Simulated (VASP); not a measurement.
A run of VASP 6.6.1:

INCAR

```
PREC = Accurate ; ENCUT = 600
EDIFF = 1E-7 ; ISMEAR = 0
SIGMA = 0.1 ; LREAL = F
LASPH = T ; NELM = 120
ALGO = Normal ; ISIF = 3
LWAVE = F ; LCHARG = F
GGA = PE ; IBRION = 2
NSW = 90 ; EDIFFG = -0.04
GGA_COMPAT = F ; NELMIN = 4
```

Contents of KPOINTS:

```
Automatic mesh
0
Gamma
  6 6 4
```

File POSCAR:

```
OsPd4
1.0
    3.8652109300      0.0000000000      0.0000000000
   -1.9326054600      3.3473708500      0.0000000000
    0.0000000000      0.0000000000      6.0812983500
Pd Os
4 1
Direct
    0.3333333300      0.6666666700      0.0000000000
    0.6666666700      0.3333333300      0.0000000000
    0.3333333300      0.6666666700      0.5000000000
    0.6666666700      0.3333333300      0.5000000000
    0.0000000000      0.0000000000      0.5000000000
```

Potentials or basis: VASP PAW PBE potentials, release 64 (Pd, Os).

Run with:

```sh
$ cat potpaw_PBE.64/Pd/POTCAR potpaw_PBE.64/Os/POTCAR > POTCAR
$ mpirun -np 1 vasp_std > vasp.out
```

Hardware: 1 thread of Intel(R) Xeon(R) Platinum 8488C (Sapphire Rapids) (shared host).

Q: Estimate the wall time of this run.

A: Wall time 13 min on 1 thread of Intel(R) Xeon(R) Platinum 8488C (Sapphire Rapids), on a shared host, peak memory 0.27 GiB. Counts: scf iterations 307, k points 21, ion steps 16.
